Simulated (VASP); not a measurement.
# SbP3S4 (P-43m) in VASP: notebook, part 2 of 2

VASP 6.6.1. Earlier steps stand in the parts before.

## (4) Relaxation of cell and atoms, PBE

This run uses another cell than the first one, of 23.52 Å³/atom, 0.752 times its volume.

File INCAR:

```
SYSTEM = SbP3S4
ALGO = Normal
EDIFF = 1E-6
EDIFFG = -0.04
ENCUT = 600
GGA = PE
IBRION = 2
ISIF = 3
ISMEAR = 0
LASPH = .True.
LCHARG = .False.
LREAL = .False.
LWAVE = .False.
NELM = 100
NSW = 90
PREC = Accurate
SIGMA = 0.1
```

File KPOINTS:

```
k-points
0
Gamma
  4 4 4
  0 0 0
```

File POSCAR:

```
SbP3S4
1.0
    5.7305650409      0.0000000000      0.0000000000
    0.0000000000      5.7305650409      0.0000000000
    0.0000000000      0.0000000000      5.7305650409
Sb P S
1 3 4
Direct
    0.0000000000      0.0000000000      0.0000000000
    0.5000000000      0.0000000000      0.0000000000
    0.0000000000      0.5000000000      0.0000000000
    0.0000000000      0.0000000000      0.5000000000
    0.2350000000      0.2350000000      0.2350000000
    0.2350000000      0.7650000000      0.7650000000
    0.7650000000      0.7650000000      0.2350000000
    0.7650000000      0.2350000000      0.7650000000
```

Potentials or basis: VASP PAW PBE potentials, release 64 (Sb, P, S).

On the command line:

```bash
> cat potpaw_PBE.64/Sb/POTCAR potpaw_PBE.64/P/POTCAR potpaw_PBE.64/S/POTCAR > POTCAR
> mpirun -np 1 vasp_std > vasp.out
```

OUTCAR:

```text
SYSTEM = SbP3S4
   EDIFF = 1E-6
   EDIFFG = -0.04
   ENCUT = 600
   GGA = PE
   IBRION = 2
   ISIF = 3
   ISMEAR = 0
   LASPH = .True.
   LREAL = .False.
   NELM = 100
   NSW = 90
   PREC = Accurate

 ion  position               nearest neighbor table
   1  0.000  0.000  0.000-   5 2.33   6 2.33   7 2.33   8 2.33   3 2.87   4 2.87   2 2.87   4 2.87
                             3 2.87   2 2.87
   2  0.500  0.000  0.000-   5 2.44   6 2.44   7 2.44   8 2.44   1 2.87   1 2.87
   3  0.000  0.500  0.000-   5 2.44   6 2.44   7 2.44   8 2.44   1 2.87   1 2.87
   4  0.000  0.000  0.500-   5 2.44   6 2.44   7 2.44   8 2.44   1 2.87   1 2.87
   5  0.235  0.235  0.235-   1 2.33   2 2.44   3 2.44   4 2.44
   6  0.235  0.765  0.765-   1 2.33   2 2.44   3 2.44   4 2.44
   7  0.765  0.765  0.235-   1 2.33   2 2.44   3 2.44   4 2.44
   8  0.765  0.235  0.765-   1 2.33   2 2.44   3 2.44   4 2.44

  LATTYP: Found a simple cubic cell.
 ALAT       =     5.7305650409

[... 302 lines left out ...]

[... ionic steps 4 to 8 ...]

--------------------------------------- Ionic step        9  -------------------------------------------

 number of electron      44.0000016 magnetization

------------------------ aborting loop because EDIFF is reached ----------------------------------------
[... 79 lines left out ...]
--------------------------------------- Ionic step       11  -------------------------------------------

 number of electron      44.0000014 magnetization

 Free energy of the ion-electron system (eV)
  ---------------------------------------------------
  ext. energy  EPLUGINS =         0.00000000
  ---------------------------------------------------
  free energy    TOTEN  =       -29.85041282 eV

  energy without entropy =      -29.83912215  energy(sigma->0) =      -29.84476748

 E-fermi :   2.5044     XC(G=0):  -7.5781

 val. band max:        2.4541280193   @ k =   0.2500   0.2500   0.2500
 cond. band min:       2.6125235512   @ k =   0.5000   0.2500   0.0000
 fundamental gap:      0.1583955318
 Fermi energy:         2.5043933829

 k-point     1 :       0.0000    0.0000    0.0000
  band No.  band energies     occupation
      1     -12.5118      2.00000
      2     -10.8598      2.00000
      3     -10.8598      2.00000
      4     -10.8598      2.00000
      5      -7.9463      2.00000
      6      -7.9463      2.00000
[... 324 lines left out ...]
  FREE ENERGIE OF THE ION-ELECTRON SYSTEM (eV)
  ---------------------------------------------------
  free  energy   TOTEN  =       -29.8504128171 eV

  energy  without entropy=      -29.8391221476  energy(sigma->0) =      -29.84476748

 reached required accuracy - stopping structural energy minimisation
```

It took 15 min on 1 thread of Oxide Virtual Turin-like, shared host; peak memory 0.33 GiB.

What came out:

- Free energy: -29.8504 eV
- Relaxed volume: 31.58 Å³/atom
- Relaxed cell: a = 6.322 Å, b = 6.322 Å, c = 6.322 Å, α = 90.00°, β = 90.00°, γ = 90.00°
- Space group after relaxing (to 0.05 Å): P-43m (No. 215)
- Energy gained by relaxing: 314.8 meV/atom
- Ionic steps: 11
- Pressure after relaxing: 0.0 GPa
- Band gap on the k mesh: zero (band 22 reaches 2.87 eV, above the bottom of band 23 at 1.87 eV)

Forces on the atoms (eV/Å):
```
Sb   0.000  0.000  0.000
P    0.000  0.000  0.000
P    0.000  0.000  0.000
P    0.000  0.000  0.000
S    0.001  0.001  0.001
S    0.001 -0.001 -0.001
S   -0.001 -0.001  0.001
S   -0.001  0.001 -0.001
```

Step by step:
```csv
step,energy change (eV),largest force (eV/Å),pressure (GPa),volume (Å³)
1,0.0000,2.2101,16.39,188.19
2,-1.8379,1.4960,-4.22,261.62
3,-2.3676,0.5067,0.16,234.58
4,-2.3686,0.4597,0.38,233.59
5,-2.4094,0.4010,0.36,236.26
6,-2.4953,0.1640,0.30,244.42
7,-2.4694,0.3456,0.13,261.28
8,-2.5171,0.0773,0.27,251.42
9,-2.5172,0.0617,0.27,250.94
10,-2.5149,0.0911,-0.42,255.39
11,-2.5187,0.0023,0.00,252.65
```

Final structure:
```
Sb P S
1.0
     6.32175    0.00000    0.00000
     0.00000    6.32175    0.00000
     0.00000    0.00000    6.32175
Sb P S
1 3 4
Direct
  0.00000 0.00000 0.00000
  0.50000 0.00000 0.00000
  0.00000 0.50000 0.00000
  0.00000 0.00000 0.50000
  0.23039 0.23039 0.23039
  0.23039 0.76961 0.76961
  0.76961 0.76961 0.23039
  0.76961 0.23039 0.76961
```

Caveat: the volume moved by over 15 % at a fixed basis, so the end points are rough; spin-orbit coupling is left out, which moves the levels of the heavy elements.

## (5) Relaxation of cell and atoms, PBE

File INCAR:

```
ALGO     = Normal         # electronic algorithm
EDIFF    = 1E-6           # SCF threshold, eV
EDIFFG   = -0.01          # ionic threshold
ENCUT    = 600            # plane-wave cutoff, eV
GGA      = PE             # functional
IBRION   = 2              # ionic algorithm
ISIF     = 3              # what is computed and relaxed
ISMEAR   = 0              # smearing method
LASPH    = T              # aspherical terms in the spheres
LCHARG   = F              # write CHGCAR
LREAL    = F              # projectors in reciprocal space
LWAVE    = F              # write WAVECAR
NELM     = 80             # most SCF steps
NSW      = 100            # ionic steps
PREC     = Accurate       # precision mode
SIGMA    = 0.1            # smearing width, eV
```

File KPOINTS:

```
k-points
0
Gamma
  6 6 6
```

File POSCAR:

```
SbP3S4
1.0
    6.3012392262      0.0000000000      0.0000000000
    0.0000000000      6.3012392262      0.0000000000
    0.0000000000      0.0000000000      6.3012392262
Sb P S
1 3 4
Direct
    0.0000000000      0.0000000000      0.0000000000
    0.5000000000      0.0000000000      0.0000000000
    0.0000000000      0.5000000000      0.0000000000
    0.0000000000      0.0000000000      0.5000000000
    0.2307302542      0.2307302542      0.2307302542
    0.2307302542      0.7692697458      0.7692697458
    0.7692697458      0.7692697458      0.2307302542
    0.7692697458      0.2307302542      0.7692697458
```

On the command line:

```bash
> cat potpaw_PBE.64/Sb/POTCAR potpaw_PBE.64/P/POTCAR potpaw_PBE.64/S/POTCAR > POTCAR
> mpirun -np 1 vasp_std > vasp.out
```

Run time: 8 min. Hardware: 1 thread of Oxide Virtual Turin-like, shared host; peak memory 0.42 GiB.

Results (log left out):

| Quantity | Value |
| --- | --- |
| Free energy | -29.8368 eV |
| Relaxed volume | 31.50 Å³/atom |
| Relaxed cell | a = 6.317 Å, b = 6.317 Å, c = 6.317 Å, α = 90.00°, β = 90.00°, γ = 90.00° |
| Space group after relaxing (to 0.05 Å) | P-43m (No. 215) |
| Energy gained by relaxing | 0.3 meV/atom |
| Ionic steps | 3 |
| Pressure after relaxing | 0.0 GPa |
| Largest force after relaxing | 0.007 eV/Å |
| Band gap on the k mesh | zero (band 22 reaches 2.90 eV, above the bottom of band 23 at 1.87 eV) |

Forces in eV/Å, atoms in the order of the input:
```
Sb   0.000  0.000  0.000
P    0.000  0.000  0.000
P    0.000  0.000  0.000
P    0.000  0.000  0.000
S   -0.004 -0.004 -0.004
S   -0.004  0.004  0.004
S    0.004  0.004 -0.004
S    0.004 -0.004  0.004
```

Step by step:
```
step  energy change (eV)  largest force (eV/Å)  pressure (GPa)  volume (Å³)
   1              0.0000                0.0701            0.34       250.19
   2             -0.0021                0.0319           -0.10       252.62
   3             -0.0023                0.0071            0.01       252.03
```

Final structure:
```cif
data_structure
_symmetry_space_group_name_H-M 'P 1'
_symmetry_Int_Tables_number 1
_cell_length_a 6.3166
_cell_length_b 6.3166
_cell_length_c 6.3166
_cell_angle_alpha 90.000
_cell_angle_beta 90.000
_cell_angle_gamma 90.000
_cell_volume 252.03
loop_
_atom_site_label
_atom_site_type_symbol
_atom_site_fract_x
_atom_site_fract_y
_atom_site_fract_z
_atom_site_occupancy
Sb1 Sb 0.00000 0.00000 0.00000 1
P1 P 0.50000 0.00000 0.00000 1
P2 P 0.00000 0.50000 0.00000 1
P3 P 0.00000 0.00000 0.50000 1
S1 S 0.23097 0.23097 0.23097 1
S2 S 0.23097 0.76903 0.76903 1
S3 S 0.76903 0.76903 0.23097 1
S4 S 0.76903 0.23097 0.76903 1
```

Levels at points of the mesh, in eV from the Fermi level:
```
           k point  band 19  band 20  band 21  band 22  band 23  band 24  band 25  band 26
(0.00, 0.00, 0.00)    -1.48    -1.16    -1.16    -1.16    -0.65     0.93     0.93     0.93
(0.50, 0.00, 0.00)    -1.16    -1.12    -0.31    -0.31    -0.23     0.43     0.77     0.77
(0.50, 0.50, 0.00)    -2.54    -0.50    -0.46     0.32     0.32     0.55     0.87     0.91
(0.50, 0.50, 0.50)    -3.39    -1.39     0.38     0.38     0.38     0.91     0.91     0.96
```

Caveat: spin-orbit coupling is left out, which moves the levels of the heavy elements.

## (6) Overview

| task | cell | k mesh | cutoff (eV) | gap on the mesh (eV) | pressure (GPa) | relaxed volume (Å³/atom) | largest force (eV/Å) |
| --- | --- | --- | --- | --- | --- | --- | --- |
| single point | a = 6.301 Å, 8 atoms | 4 × 4 × 4 | 520 | none | 0.3 | - | 0.05 |
| single point | a = 6.321 Å, 8 atoms | 6 × 6 × 6 | 520 | none | -0.1 | - | 0.01 |
| relaxation of cell and atoms | relaxed from a = 5.731 Å, 8 atoms | 4 × 4 × 4 | 600 | none | 0.0 | 31.58 | - |
| relaxation of cell and atoms | relaxed from a = 6.301 Å, 8 atoms | 6 × 6 × 6 | 600 | none | 0.0 | 31.50 | 0.01 |

Alike in all rows: level PBE; potentials or basis VASP PAW PBE potentials, release 64 (Sb, P, S); no spin polarisation; smearing gaussian 0.1 eV.

Caveats: spin-orbit coupling is left out, which moves the levels of the heavy elements; the volume moved by over 15 % at a fixed basis, so the end points are rough (some runs).

Total energies depend on the potentials used, so only differences within one code and one set of settings carry meaning.
